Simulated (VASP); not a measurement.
## InBS3: single point with PBE

The system is InBS3.

```
CELL_PARAMETERS angstrom
3.11175 1.79657 5.08147
-3.11175 1.79657 5.08147
0.00000 -3.59314 5.08147
ATOMIC_POSITIONS crystal
In 0.75000 0.75000 0.75000
In 0.25000 0.25000 0.25000
B 0.50000 0.50000 0.50000
B 0.00000 0.00000 0.00000
S 0.81014 0.25000 0.68986
S 0.68986 0.81014 0.25000
S 0.25000 0.68986 0.81014
S 0.18986 0.75000 0.31014
S 0.31014 0.18986 0.75000
S 0.75000 0.31014 0.18986
```

```json
{
 "Program": "VASP 6.6.1",
 "Task": "single point",
 "Functional": "PBE",
 "Potentials or basis": "VASP PAW PBE potentials, release 64 (In_d, B, S)",
 "Cutoff": "520 eV",
 "k mesh": "4 × 4 × 4",
 "Occupations": "gaussian, width 0.1 eV",
 "Spin": "no spin polarisation",
 "Dipole correction": "no",
 "Further INCAR settings": "ALGO = Normal; EDIFF = 1e-06; NBANDS = 45"
}
```

```yaml
Pressure: -5.2 GPa
Largest_force: 0.946 eV/Å
Band_gap_on_the_k_mesh: zero (band 34 reaches 6.54 eV, above the bottom of band 35 at 6.44 eV)
```

Forces in eV/Å, atoms in the order of the input:
```
In   0.000  0.000  0.000
In   0.000  0.000  0.000
B    0.000  0.000  0.000
B    0.000  0.000  0.000
S    0.473  0.819  0.000
S   -0.946  0.000  0.000
S    0.473 -0.819  0.000
S   -0.473 -0.819  0.000
S    0.946  0.000  0.000
S   -0.473  0.819  0.000
```

Stress tensor (GPa, compression positive):
```
-5.99  0.00  0.00
 0.00 -5.99  0.00
 0.00  0.00 -3.65
```

Levels at points of the mesh, in eV from the Fermi level:
```tsv
k point	band 31	band 32	band 33	band 34	band 35	band 36	band 37	band 38
(0.00, 0.00, 0.00)	-0.45	-0.44	-0.44	-0.31	0.28	0.28	1.11	2.37
(0.50, 0.00, 0.00)	-0.76	-0.76	-0.24	-0.24	0.30	0.30	1.29	1.29
(0.50, 0.50, 0.50)	-0.42	-0.42	-0.42	-0.42	0.43	0.43	1.36	1.36
(0.50, 0.50, 0.00)	-1.03	-0.70	-0.40	-0.32	0.51	0.84	1.92	2.30
```

Wall time 2.6 min on 1 thread of Oxide Virtual Turin-like Processor, on a shared host, peak memory 0.32 GiB.

Caveat: spin-orbit coupling is left out, which moves the levels of the heavy elements.
